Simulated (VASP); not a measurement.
Runs of VASP 6.6.1 on GaAs. The structure is cubic, space group Fm-3m (No. 225). The conventional cell has a = 5.329 Å, b = 5.329 Å, c = 5.329 Å, α = 90.00°, β = 90.00°, γ = 90.00°. Ga (site symmetry m-3m) has 6 As at 2.66 Å within 3.5 Å. As (site symmetry m-3m) has 6 Ga at 2.66 Å within 3.5 Å. 

| level | spin | k mesh | smearing | grid for exact exchange (PRECFOCK) | screening parameter | gap on the mesh (eV) | pressure (GPa) |
| --- | --- | --- | --- | --- | --- | --- | --- |
| HSE06 | off | 4 × 4 × 4 | fermi-dirac 0.02 eV | Normal | 0.2079 1/Å | none | (a) |
| PBEsol | off | 6 × 6 × 6 | fermi-dirac 0.02 eV | - | - | none | -1.3 |
| PBEsol | collinear, zero start | 6 × 6 × 6 | fermi-dirac 0.02 eV | - | - | none | -1.3 |
| PBEsol | off | 6 × 6 × 6 | fermi-dirac 0.001 eV | - | - | none | -1.3 |
| PBEsol | off | 6 × 6 × 6 | methfessel-paxton 0.2 eV | - | - | none | -1.1 |

Alike in all rows: task single point; potentials or basis VASP PAW PBE potentials, release 64 (Ga_d, As); cell as given; cutoff (eV) 520.

Estimate the missing entries.

(a) 0.7.

Caveats: some runs use coarse meshes; the PAW data sets were made with another functional, which shifts forces and pressure a little.

A k mesh can miss the band edges, and the runs leave out spin-orbit coupling on As, Ga.

A gap of «none» marks levels without a gap at the run's occupations.
